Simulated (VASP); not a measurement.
Input of a VASP 6.6.1 run:

The input INCAR:

```
  PREC = Accurate
  ENCUT = 520
  EDIFF = 1E-7
  ISMEAR = 0
  SIGMA = 0.1
  LREAL = False
  LASPH = True
  NELM = 100
  ALGO = Normal
  ISIF = 2
  LWAVE = False
  LCHARG = False
  GGA = PE
  NBANDS = 24
```

Contents of KPOINTS:

```
Automatic mesh
0
Gamma
  6 6 10
```

POSCAR

```
SnTe3
1.0
    6.3966066742      0.0000000000      0.0000000000
    0.0000000000      6.3966066742      0.0000000000
    0.0000000000      0.0000000000      3.1554351537
Sn Te
1 3
Direct
    0.0000000000      0.0000000000      0.5049752760
    0.5000000000      0.0000000000      0.5045454867
    0.0000000000      0.5000000000      0.5045454867
    0.5000000000      0.5000000000      0.5045185905
```

Potentials or basis: VASP PAW PBE potentials, release 64 (Sn_d, Te).

Launch:

```sh
$ cat potpaw_PBE.64/Sn_d/POTCAR potpaw_PBE.64/Te/POTCAR > POTCAR
$ mpirun -np 1 vasp_std > vasp.out
```

Question: Predict the pressure.

Answer: 0.0 GPa.

Question: Estimate the band gap on the k mesh.

Answer: Zero (bands 16 and 17 overlap by 3.49 eV).

Caveat: spin-orbit coupling is left out, which moves the levels of the heavy elements.
